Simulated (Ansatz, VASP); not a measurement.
## AlN: VASP beside Ansatz

Contents of POSCAR:

```
AlN
1.0
    0.0000000000      2.0188684521      2.0592458212
    2.0188684521      0.0000000000      2.0592458212
    2.0188684521      2.0188684521      0.0000000000
Al N
1 1
Direct
    0.0000000000      0.0000000000      0.0000000000
    0.5000000000      0.5000000000      0.5000000000
```

Contents of INCAR.step1:

```
SYSTEM = AlN
PREC = Accurate
ENCUT = 520
ISMEAR = 0
SIGMA = 0.01
LREAL = .FALSE.
LASPH = .TRUE.
NELM = 100
NBANDS = 11
GGA = PE
ALGO = Normal
EDIFF = 1E-4
LWAVE = .TRUE.
LCHARG = .FALSE.
```

File INCAR.step2:

```
SYSTEM = AlN
PREC = Accurate
ENCUT = 520
EDIFF = 1E-6
ISMEAR = 0
SIGMA = 0.01
LREAL = .FALSE.
LASPH = .TRUE.
NELM = 100
ALGO = Normal
ISIF = 2
LWAVE = .FALSE.
LCHARG = .FALSE.
METAGGA = R2SCAN
LMIXTAU = .TRUE.
NBANDS = 11
ISTART = 1
```

File KPOINTS:

```
Automatic mesh
0
G
  10 10 10
  0 0 0
```

Input for Ansatz:

```yaml
crystal:
  lattice:
    - [0.0, 2.0188684521, 2.0592458212]
    - [2.0188684521, 0.0, 2.0592458212]
    - [2.0188684521, 2.0188684521, 0.0]
  atoms:
    - { symbol: Al, position: [0.0, 0.0, 0.0] }
    - { symbol: "N", position: [0.5, 0.5, 0.5] }
kpoints:
  mp_grid: { grid: [10, 10, 10] }
  band_path:
    path:
      - [0.0, 0.0, 0.0]
      - [0.5, 0.0, 0.5]
      - [0.625, 0.25, 0.625]
      - [0.375, 0.375, 0.75]
      - [0.5, 0.5, 0.5]
      - [0.5, 0.25, 0.75]
      - [0.0, 0.5, 0.5]
    npoints: 1
hamiltonian:
  xc: r2scan
scf:
  occupations: { method: fixed }
  n_extra_bands: 4
output:
  forces: true
  stress: true
  eigenvalues: true
```

Change from the starting cell: uniaxial_z strain +2.0%.

Alike in both runs: task single point; functional r2SCAN; k mesh 10 × 10 × 10; no spin polarisation.

```csv
,VASP,Ansatz
version,VASP 6.6.1,Ansatz 0.2.0
potentials or method,"VASP PAW PBE potentials, release 64 (Al, N)","plane waves, PAW"
plane-wave cutoff (eV),520,500
occupations,"gaussian, width 0.01 eV",fixed
valence electrons in the cell,8,8
```

```tsv
	VASP	Ansatz	Ansatz less VASP
gap on the k mesh at the Fermi level (eV)	5.18	5.17	-0.004
pressure (GPa)	-5.9	-5.1	+0.79
traceless stress, the component that is largest in VASP (GPa)	-3.27	-3.21	+0.058
```

VASP's potentials were made for PBE, not for r2SCAN.
